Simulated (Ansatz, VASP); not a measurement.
Al2O3 in VASP and in Ansatz

The input INCAR:

```
SYSTEM = Al2O3
PREC     = Accurate       ! precision mode
ENCUT    = 520            ! plane-wave cutoff, eV
EDIFF    = 1E-6           ! SCF threshold, eV
ISMEAR   = 0              ! smearing method
SIGMA    = 0.05           ! smearing width, eV
LREAL    = .FALSE.        ! projectors in reciprocal space
LASPH    = .TRUE.         ! aspherical terms in the spheres
NELM     = 100            ! most SCF steps
ALGO     = Normal         ! electronic algorithm
ISIF     = 2              ! what is computed and relaxed
LWAVE    = .FALSE.        ! write WAVECAR
LCHARG   = .FALSE.        ! write CHGCAR
GGA      = PE             ! functional
IVDW     = 12             ! dispersion correction
NBANDS   = 20             ! bands
```

File KPOINTS:

```
regular mesh
0
G
  9 9 4
  0 0 0
```

POSCAR

```
Al2O3
1.0
    2.8672039189      0.0000000000      0.0000000000
   -1.4336019595      2.4830714316      0.0000000000
    0.0000000000      0.0000000000      7.2962596973
Al O
2 3
Direct
    0.0000000000      0.0000000000      0.1907358529
    0.0000000000      0.0000000000      0.8092641471
    0.3333333333      0.6666666667      0.2635340166
    0.6666666667      0.3333333333      0.0000000000
    0.3333333333      0.6666666667      0.7364659834
```

Input for Ansatz:

```yaml
crystal:
  lattice:
    - [2.8672039189, 0.0, 0.0]
    - [-1.4336019595, 2.4830714316, 0.0]
    - [0.0, 0.0, 7.2962596973]
  atoms:
    - { symbol: Al, position: [0.0, 0.0, 0.1907358529] }
    - { symbol: Al, position: [0.0, 0.0, 0.8092641471] }
    - { symbol: O, position: [0.3333333333, 0.6666666667, 0.2635340166] }
    - { symbol: O, position: [0.6666666667, 0.3333333333, 0.0] }
    - { symbol: O, position: [0.3333333333, 0.6666666667, 0.7364659834] }
basis:
  ecutwfc: 520.0
kpoints:
  mp_grid: { grid: [9, 9, 4] }
hamiltonian:
  xc: pbe
  pseudopotentials: { kind: paw, azcp: { folder: soft_1 } }
  dispersion: d3bj
scf:
  occupations: { method: gaussian, width: 0.05 }
output:
  forces: true
  stress: true
  eigenvalues: true
```

Alike in both runs: task single point; functional PBE; dispersion D3(BJ); k mesh 9 × 9 × 4; occupations gaussian, width 0.05 eV; no spin polarisation.

|  | VASP | Ansatz |
| --- | --- | --- |
| version | VASP 6.6.1 | Ansatz 0.2.0 |
| potentials or method | VASP PAW PBE potentials, release 64 (Al, O), cutoff 520 eV | scalar-relativistic, plane waves, PAW |
| valence electrons in the cell | 24 | 24 |

Ansatz gave:

- gap on the k mesh at the Fermi level (eV): 4.84
- least direct gap on the mesh (eV): 5.08
- pressure (GPa): 12.0
- traceless stress, the component that is largest in VASP (GPa): -1.67
- rms of the force components (eV/Å): 1.310

Task: Which values does VASP return?

Result: gap on the k mesh at the Fermi level (eV): 4.85; least direct gap on the mesh (eV): 5.09; pressure (GPa): 12.0; traceless stress, the component that is largest in VASP (GPa): -1.90; rms of the force components (eV/Å): 1.295.

Atom by atom the forces differ by 0.015 eV/Å (rms over components).
